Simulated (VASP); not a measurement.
# ZrN: single point with LDA

Crystal: ZrN.

```
Zr N
1.0
     0.00000    2.30000    2.30000
     2.30000    0.00000    2.30000
     2.30000    2.30000    0.00000
Zr N
1 1
Direct
  0.50000 0.50000 0.50000
  0.00000 0.00000 0.00000
```

```
Program                : VASP 6.6.1
Task                   : single point
Functional             : LDA
Potentials or basis    : VASP PAW LDA potentials, release 64 (Zr_sv, N)
Cutoff                 : 600 eV
k mesh                 : 8 × 8 × 8
Occupations            : methfessel-paxton, width 0.15 eV
Spin                   : no spin polarisation
Dipole correction      : no
Further INCAR settings : ALGO = Normal; EDIFF = 1e-06; NBANDS = 16
```

| Property | Result |
| --- | --- |
| Pressure | -11.8 GPa |

Levels at points of the mesh, in eV from the Fermi level:
```
           k point  band 5  band 6  band 7  band 8  band 9  band 10  band 11  band 12  band 13  band 14
(0.00, 0.00, 0.00)  -15.96   -2.59   -2.59   -2.59   -0.41    -0.41    -0.41     1.55     1.55     2.91
(0.50, 0.00, 0.00)  -13.73   -7.59   -5.62   -5.62    3.00     3.05     3.05     4.75     7.64     7.64
(0.50, 0.50, 0.00)  -15.40   -4.50   -3.45   -3.09   -3.09     3.32     4.49     4.49     4.95     8.97
```

Run time: 15 s on 1 thread of AMD EPYC 7R43 64-Core Processor (Zen 3), on a shared host, peak memory 0.11 GiB.
